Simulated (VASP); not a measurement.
GaN: single point with PBE

Crystal: GaN.

```
Ga N
1.0
     3.32516    0.00000    0.00000
    -1.66258    2.87968    0.00000
     0.00000    0.00000    4.88057
Ga N
2 2
Direct
  0.33333 0.66667 0.25000
  0.66667 0.33333 0.75000
  0.66667 0.33333 0.25000
  0.33333 0.66667 0.75000
```

| Quantity | Value |
| --- | --- |
| Program | VASP 6.6.1 |
| Task | single point |
| Functional | PBE |
| Potentials or basis | VASP PAW PBE potentials, release 64 (Ga_d, N) |
| Cutoff | 520 eV |
| k mesh | 9 × 9 × 4 |
| Occupations | gaussian, width 0.01 eV |
| Spin | no spin polarisation |
| Dipole correction | no |
| Further INCAR settings | ALGO = Normal; EDIFF = 1e-06; NBANDS = 26 |

```yaml
Pressure: 0.1 GPa
Band_gap_on_the_k_mesh: 1.16 eV, direct
```

Stress tensor (GPa, compression positive):
```
0.01 0.00 0.00
0.00 0.01 0.00
0.00 0.00 0.20
```

Levels at points of the mesh, in eV from the valence-band top:
| k point | band 14 | band 15 | band 16 | band 17 | band 18 | band 19 | band 20 | band 21 | band 22 | band 23 |
| --- | --- | --- | --- | --- | --- | --- | --- | --- | --- | --- |
| (0.00, 0.00, 0.00) | -2.03 | -2.03 | -0.98 | -0.98 | 0.00 | 1.16 | 1.89 | 8.24 | 8.24 | 9.17 |
| (0.00, 0.00, 0.50) | -3.42 | -1.50 | -1.50 | -1.50 | -1.50 | 3.23 | 3.23 | 7.58 | 7.58 | 8.64 |

It took 64 s on 1 thread of AMD EPYC 7R43 64-Core Processor (Zen 3), with other jobs on the host, peak memory 0.15 GiB.

A hybrid or GW would open this gap; PBE tends to underestimate it.
